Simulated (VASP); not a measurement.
# TaBi (Fm-3m) in VASP: notebook, part 2 of 2

VASP 6.6.1. Earlier steps stand in the parts before.

## Step 4: Relaxation of cell and atoms, PBE

File INCAR:

```
PREC     = Accurate       # precision mode
ENCUT    = 600            # plane-wave cutoff, eV
EDIFF    = 1E-7           # SCF threshold, eV
ISMEAR   = 0              # smearing method
SIGMA    = 0.1            # smearing width, eV
LREAL    = False          # projectors in reciprocal space
LASPH    = True           # aspherical terms in the spheres
NELM     = 100            # most SCF steps
ALGO     = Normal         # electronic algorithm
ISIF     = 3              # what is computed and relaxed
LWAVE    = False          # write WAVECAR
LCHARG   = False          # write CHGCAR
GGA      = PE             # functional
IBRION   = 2              # ionic algorithm
NSW      = 100            # ionic steps
EDIFFG   = -0.05          # ionic threshold
```

File KPOINTS:

```
Automatic mesh
0
Gamma
  6 6 6
```

File POSCAR:

```
TaBi
1.0
    0.0000000000      2.7359560166      2.7359560166
    2.7359560166      0.0000000000      2.7359560166
    2.7359560166      2.7359560166      0.0000000000
Ta Bi
1 1
Direct
    0.5000000000      0.5000000000      0.5000000000
    0.0000000000      0.0000000000      0.0000000000
```

Potentials or basis: VASP PAW PBE potentials, release 64 (Ta_pv, Bi_d).

Launch:

```
> cat potpaw_PBE.64/Ta_pv/POTCAR potpaw_PBE.64/Bi_d/POTCAR > POTCAR
> mpirun -np 1 vasp_std > vasp.out
```

OUTCAR:

```text
PREC = Accurate
   ENCUT = 600
   EDIFF = 1E-7
   ISMEAR = 0
   LREAL = False
   LASPH = True
   NELM = 100
   ISIF = 3
   GGA = PE
   IBRION = 2
   NSW = 100
   EDIFFG = -0.05

 ion  position               nearest neighbor table
   1  0.500  0.500  0.500-   2 2.74   2 2.74   2 2.74   2 2.74   2 2.74   2 2.74
   2  0.000  0.000  0.000-   1 2.74   1 2.74   1 2.74   1 2.74   1 2.74   1 2.74

  LATTYP: Found a face centered cubic cell.
 ALAT       =     5.4719120332

  Lattice vectors:

 A1 = (   0.0000000000,   2.7359560166,   2.7359560166)
 A2 = (   2.7359560166,   0.0000000000,   2.7359560166)
 A3 = (   2.7359560166,   2.7359560166,   0.0000000000)

Analysis of symmetry for initial positions (statically):
=====================================================================
 Subroutine PRICEL returns:
 Original cell was already a primitive cell.
[... 203 lines left out ...]
 cond. band min:       4.6606078442   @ k =   0.3333   0.0000   0.0000
 fundamental gap:      0.0531851081
 Fermi energy:         4.6510547550

 k-point     1 :       0.0000    0.0000    0.0000
  band No.  band energies     occupation
      1     -31.1401      2.00000
      2     -31.1401      2.00000
      3     -31.1401      2.00000
      4     -18.0076      2.00000
      5     -18.0076      2.00000
      6     -17.9743      2.00000
[... 380 lines left out ...]
--------------------------------------- Ionic step        4  -------------------------------------------

 number of electron      25.9999996 magnetization

 Free energy of the ion-electron system (eV)
  ---------------------------------------------------
  ext. energy  EPLUGINS =         0.00000000
  ---------------------------------------------------
  free energy    TOTEN  =       -13.46583184 eV

  energy without entropy =      -13.45179283  energy(sigma->0) =      -13.45881233

 E-fermi :   7.5789     XC(G=0): -11.1187

 val. band max:        7.5134857255   @ k =   0.1667   0.0000   0.0000
 cond. band min:       7.5835522766   @ k =   0.3333   0.0000   0.0000
 fundamental gap:      0.0700665511
 Fermi energy:         7.5788751022

 k-point     1 :       0.0000    0.0000    0.0000
  band No.  band energies     occupation
      1     -27.9336      2.00000
      2     -27.9336      2.00000
      3     -27.9336      2.00000
      4     -15.4642      2.00000
      5     -15.4642      2.00000
      6     -15.3726      2.00000
[... 338 lines left out ...]
  FREE ENERGIE OF THE ION-ELECTRON SYSTEM (eV)
  ---------------------------------------------------
  free  energy   TOTEN  =       -13.4658318364 eV

  energy  without entropy=      -13.4517928332  energy(sigma->0) =      -13.45881233

 reached required accuracy - stopping structural energy minimisation
```

OSZICAR:

```text
N       E                     dE             d eps       ncg     rms          rms(c)
DAV:   1     0.240345096539E+03    0.24035E+03   -0.15742E+04   544   0.206E+03
DAV:   2    -0.612263257505E+00   -0.24096E+03   -0.23865E+03   564   0.480E+02
DAV:   3    -0.129809016556E+02   -0.12369E+02   -0.12121E+02   678   0.112E+02
[... 49 lines left out ...]
DAV:   4    -0.134658167570E+02   -0.12240E-05   -0.45658E-04   801   0.212E-01    0.214E-02
DAV:   5    -0.134658269998E+02   -0.10243E-04   -0.48432E-05   614   0.611E-02    0.150E-02
DAV:   6    -0.134658327502E+02   -0.57505E-05   -0.16281E-05   669   0.235E-02    0.528E-03
DAV:   7    -0.134658317480E+02    0.10022E-05   -0.17407E-06   564   0.905E-03    0.724E-04
DAV:   8    -0.134658318364E+02   -0.88346E-07   -0.42999E-08   324   0.162E-03
   4 F= -.13465832E+02 E0= -.13458812E+02  d E =-.632825E+00
```

CONTCAR:

```text
TaBi
   1.00000000000000
     0.0000000000000000    2.9175380465146992    2.9175380465146992
     2.9175380465146992   -0.0000000000000000    2.9175380465146992
     2.9175380465146992    2.9175380465146992   -0.0000000000000000
  Ta              Bi
     1     1
Direct
     0.5000000000000000    0.5000000000000000    0.5000000000000000
     0.0000000000000000    0.0000000000000000    0.0000000000000000

  0.00000000E+00  0.00000000E+00  0.00000000E+00
  0.00000000E+00  0.00000000E+00  0.00000000E+00
```

Wall time 23 s (1 thread of Intel Xeon 6975P-C (Granite Rapids), shared host); peak memory 0.19 GiB.

Results:

- Free energy: -13.4658 eV
- Relaxed volume: 24.83 Å³/atom
- Relaxed cell: a = 4.126 Å, b = 4.126 Å, c = 4.126 Å, α = 60.00°, β = 60.00°, γ = 60.00°
- Space group after relaxing (to 0.05 Å): Fm-3m (No. 225)
- Energy gained by relaxing: 316.4 meV/atom
- Ionic steps: 4
- Pressure after relaxing: -0.3 GPa
- Band gap on the k mesh: zero (band 13 reaches 7.95 eV, above the bottom of band 14 at 7.02 eV)

Step by step:
| step | energy change (eV) | largest force (eV/Å) | pressure (GPa) | volume (Å³) |
| --- | --- | --- | --- | --- |
| 1 | 0.0000 | 0.0000 | 28.48 | 40.96 |
| 2 | 0.3596 | 0.0000 | -13.78 | 66.55 |
| 3 | -0.6303 | 0.0000 | -1.25 | 50.17 |
| 4 | -0.6328 | 0.0000 | -0.32 | 49.67 |

Final structure:
```
Ta Bi
1.0
     0.00000    2.91754    2.91754
     2.91754    0.00000    2.91754
     2.91754    2.91754    0.00000
Ta Bi
1 1
Direct
  0.50000 0.50000 0.50000
  0.00000 0.00000 0.00000
```

Caveat: the volume moved by over 15 % at a fixed basis, so the end points are rough; spin-orbit coupling is left out, which moves the levels of the heavy elements.

## Step 5: The runs side by side

| task | cell | cutoff (eV) | gap on the mesh (eV) | pressure (GPa) |
| --- | --- | --- | --- | --- |
| single point | a = 3.869 Å, angles 60.0°, 2 atoms | 520 | none | 28.4 |
| single point | a = 4.122 Å, angles 60.0°, 2 atoms | 520 | none | -0.1 |
| relaxation of cell and atoms | relaxed from a = 3.869 Å, angles 60.0°, 2 atoms | 600 | none | -0.3 |

Alike in all rows: level PBE; potentials or basis VASP PAW PBE potentials, release 64 (Ta_pv, Bi_d); no spin polarisation; k mesh 6 × 6 × 6; smearing gaussian 0.1 eV.

Caveats: spin-orbit coupling is left out, which moves the levels of the heavy elements; the volume moved by over 15 % at a fixed basis, so the end points are rough (some runs).

Absolute energies hang on the potentials; compare differences alone.
